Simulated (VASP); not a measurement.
## Ge: single point with PBEsol

Crystal: Ge.

```xyz
2
Lattice="0.0000 2.7669 2.7669 2.7669 0.0000 2.7669 2.7669 2.7669 0.0000" Properties=species:S:1:pos:R:3 pbc="T T T"
Ge    2.7396    2.7669    2.7669
Ge    4.1777    4.1504    4.1504
```

This cell differs from its parent crystal: atoms displaced along a vibrational mode, the cell strained.

```json
{
  "Program": "VASP 6.6.1",
  "Task": "single point",
  "Functional": "PBEsol",
  "Potentials or basis": "VASP PAW PBE potentials, release 64 (Ge_d)",
  "Cutoff": "520 eV",
  "k mesh": "14 × 14 × 14",
  "Occupations": "gaussian, width 0.15 eV",
  "Spin": "no spin polarisation",
  "Dipole correction": "no",
  "Further INCAR settings": "ALGO = Normal; EDIFF = 1e-06; NBANDS = 21"
}
```

```yaml
Pressure: 6.1 GPa
Largest_force: 0.702 eV/Å
Band_gap_on_the_k_mesh: zero (bands 14 and 15 overlap by 0.01 eV)
```

Forces on the atoms (eV/Å):
```
Ge   0.702  0.000  0.000
Ge  -0.702  0.000  0.000
```

Stress tensor (GPa, compression positive):
```
 6.00  0.00  0.00
 0.00  6.18 -2.33
 0.00 -2.33  6.18
```

Levels at points of the mesh, in eV from the Fermi level:
```
           k point  band 10  band 11  band 12  band 13  band 14  band 15  band 16  band 17  band 18  band 19
(0.00, 0.00, 0.00)   -24.76   -13.53    -0.47    -0.19     0.06     0.41     2.15     2.34     2.56     6.17
(0.50, 0.00, 0.00)   -24.73   -11.33    -8.01    -1.88    -1.59     0.05     3.30     3.69     6.74    10.83
(0.00, 0.50, 0.00)   -24.72   -11.19    -8.32    -1.84    -1.56     0.20     3.39     3.78     6.82    10.51
(0.50, 0.50, 0.00)   -24.71    -9.38    -9.38    -3.53    -3.53     0.36     0.36     9.86     9.86    11.97
(0.00, 0.50, 0.50)   -24.71    -9.57    -9.17    -3.62    -3.46     0.22     0.52     9.73     9.98    11.77
```

Wall time 2.6 min on 1 thread of Intel(R) Xeon(R) 6975P-C (Granite Rapids), on a shared host, peak memory 0.4 GiB.

Caveat: the cell differs from its parent crystal (atoms displaced along a vibrational mode, the cell strained); the cell stands under pressure; semilocal functionals underestimate gaps, and a narrow one can read as zero; the PAW data sets were made with another functional, which shifts forces and pressure a little.
